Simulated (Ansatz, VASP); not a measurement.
## K in VASP and in Ansatz

```
K
1.0
     8.29417    0.00000    0.00000
     0.00000    8.29417    0.00000
     0.00000    0.00000    8.29417
K
8
Direct
  0.00000 0.00000 0.00000
  0.50000 0.50000 0.50000
  0.25000 0.00000 0.50000
  0.75000 0.00000 0.50000
  0.50000 0.25000 0.00000
  0.50000 0.75000 0.00000
  0.00000 0.50000 0.25000
  0.00000 0.50000 0.75000
```

Alike in both runs: functional PBEsol; k mesh 3 × 3 × 3; occupations fermi-dirac, width 0.1 eV; no spin polarisation.

Ansatz relaxed the structure, and its values are those at the end. VASP's run is a single point on that final structure, the one shown.

```csv
,VASP,Ansatz
version,VASP 6.6.1,Ansatz 0.2.0
potentials or method,"VASP PAW PBE potentials, release 64 (K_sv), cutoff 520 eV","plane waves (420 eV) with PAW, scalar-relativistic"
valence electrons in the cell,72,72
```

```csv
,VASP,Ansatz,Ansatz less VASP
pressure (GPa),0.0,0.0,+0.01
```

VASP's potentials were made for PBE, not for PBEsol, and Ansatz warns of the same on its side.
